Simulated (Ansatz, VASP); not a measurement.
## SiO2 in VASP and in Ansatz

```
Si O
1.0
     4.23588    0.00000    0.00000
     0.00000    4.53239    0.00000
     0.00000    0.00000    2.68977
Si O
2 4
Cartesian
  2.1179 2.2662 1.3449
  0.0000 0.0000 0.0000
  2.8171 3.2677 0.0000
  0.6992 3.5309 1.3449
  1.4187 1.2647 0.0000
  3.5367 1.0015 1.3449
```

Change from the starting cell: mode 4 frozen in at -0.167 Å, normal strain along y +0.0700.

Alike in both runs: task single point; functional PBE; k mesh 6 × 6 × 8; occupations gaussian, width 0.05 eV; no spin polarisation.

|  | VASP | Ansatz |
| --- | --- | --- |
| version | VASP 6.6.1 | Ansatz 0.2.0 |
| potentials or method | VASP PAW PBE potentials, release 64 (Si, O), cutoff 520 eV | scalar-relativistic, plane waves, PAW |
| valence electrons in the cell | 32 | 32 |

|  | VASP | Ansatz | Ansatz less VASP |
| --- | --- | --- | --- |
| gap on the k mesh at the Fermi level (eV) | 3.76 | 3.79 | +0.028 |
| least direct gap on the mesh (eV) | 3.76 | 3.79 | +0.028 |
| pressure (GPa) | -17.3 | -17.6 | -0.29 |
| traceless stress, the component that is largest in VASP (GPa) | -23.82 | -23.64 | +0.176 |
| rms of the force components (eV/Å) | 0.672 | 0.681 | +0.0087 |

Atom by atom the forces differ by 0.012 eV/Å (rms over components).
